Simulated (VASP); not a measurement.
Input of a VASP 6.6.1 run:

File INCAR:

```
  ALGO = Normal
  EDIFF = 1E-8
  ENCUT = 520
  GGA = PE
  ISIF = 2
  ISMEAR = -1
  LASPH = T
  LCHARG = F
  LEFG = T
  LREAL = F
  LWAVE = F
  NBANDS = 13
  NELM = 100
  PREC = Accurate
  SIGMA = 0.05
```

File KPOINTS:

```
k-points
0
Gamma
  14 14 14
```

Contents of POSCAR:

```
W
1.0
    0.0000000000      2.0453984507      1.9995500000
    2.0453984507      0.0000000000      1.9995500000
    2.0453984507      2.0453984507      0.0000000000
W
1
Direct
    0.0000000000      0.0000000000      0.0000000000
```

Potentials or basis: VASP PAW PBE potentials, release 64 (W_sv).

The run is started by

```console
$ cat potpaw_PBE.64/W_sv/POTCAR > POTCAR
$ mpirun -np 1 vasp_std > vasp.out
```

Question: What does it give for the band gap on the k mesh?

Answer: Zero (band 7 reaches 13.47 eV, above the bottom of band 8 at 9.74 eV).

Question: Predict the pressure.

Answer: -4.3 GPa.

Stress tensor (GPa, compression positive):
```
-1.74  0.00  0.00
 0.00 -1.74  0.00
 0.00  0.00 -9.32
```

Caveat: without QUAD_EFG the Cq values of the log hold for a quadrupole moment of 1 mb, not for the nuclei; spin-orbit coupling is left out, which moves the levels of the heavy elements.
